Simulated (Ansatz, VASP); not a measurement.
## Two plane-wave programs on Au

The input POSCAR:

```
Au
1.0
   -1.6572690000      1.6572690000      1.5909782400
    1.6572690000     -1.6572690000      1.5909782400
    1.6572690000      1.6572690000     -1.5909782400
Au
1
Direct
    0.0000000000      0.0000000000      0.0000000000
```

File INCAR.step1:

```
SYSTEM = Au
ALGO = Normal
EDIFF = 1E-4
ENCUT = 520
GGA = PE
ISMEAR = 0
LASPH = .TRUE.
LCHARG = .FALSE.
LREAL = .FALSE.
LWAVE = .TRUE.
NBANDS = 12
NELM = 60
PREC = Accurate
SIGMA = 0.15
```

INCAR.step2

```
SYSTEM = Au
ALGO = Normal
EDIFF = 1E-6
ENCUT = 520
ISIF = 2
ISMEAR = 0
ISTART = 1
LASPH = .TRUE.
LCHARG = .FALSE.
LMIXTAU = .TRUE.
LREAL = .FALSE.
LWAVE = .FALSE.
METAGGA = R2SCAN
NBANDS = 12
NELM = 60
PREC = Accurate
SIGMA = 0.15
```

Contents of KPOINTS:

```
k-points
0
G
  24 24 24
  0 0 0
```

Input for Ansatz:

```yaml
crystal:
  lattice:
    - [-1.657269, 1.657269, 1.59097824]
    - [1.657269, -1.657269, 1.59097824]
    - [1.657269, 1.657269, -1.59097824]
  atoms:
    - { symbol: Au, position: [0.0, 0.0, 0.0] }
basis:
  ecutwfc: 500
kpoints:
  mp_grid: { grid: [24, 24, 24] }
hamiltonian:
  xc: r2scan
scf:
  occupations: { method: gaussian, width: 0.15 }
output:
  forces: true
  stress: true
  eigenvalues: true
```

Change from the starting cell: strain +0.000 along x and y, -0.040 along z, atoms carried along.

Alike in both runs: task single point; functional r2SCAN; k mesh 24 × 24 × 24; occupations gaussian, width 0.15 eV; no spin polarisation.

```csv
,VASP,Ansatz
version,VASP 6.6.1,Ansatz 0.2.0
potentials or method,"VASP PAW PBE potentials, release 64 (Au), cutoff 520 eV","scalar-relativistic, plane waves, PAW"
valence electrons in the cell,11,19
```

|  | VASP | Ansatz | Ansatz less VASP |
| --- | --- | --- | --- |
| gap on the k mesh at the Fermi level (eV) | none | none | - |
| pressure (GPa) | 1.3 | 1.0 | -0.29 |
| traceless stress, the component that is largest in VASP (GPa) | -0.27 | -0.26 | +0.008 |

VASP's potentials were made for PBE, not for r2SCAN. A gap of «none» marks a metal or a gap that the smearing closes. The functional is the same, so the differences come from potentials, cutoffs and numerics. VASP's potentials hold 11 valence electrons a cell and Ansatz's 19, so a difference there can come from the potentials and not from the codes.

Spin-orbit coupling is off throughout.
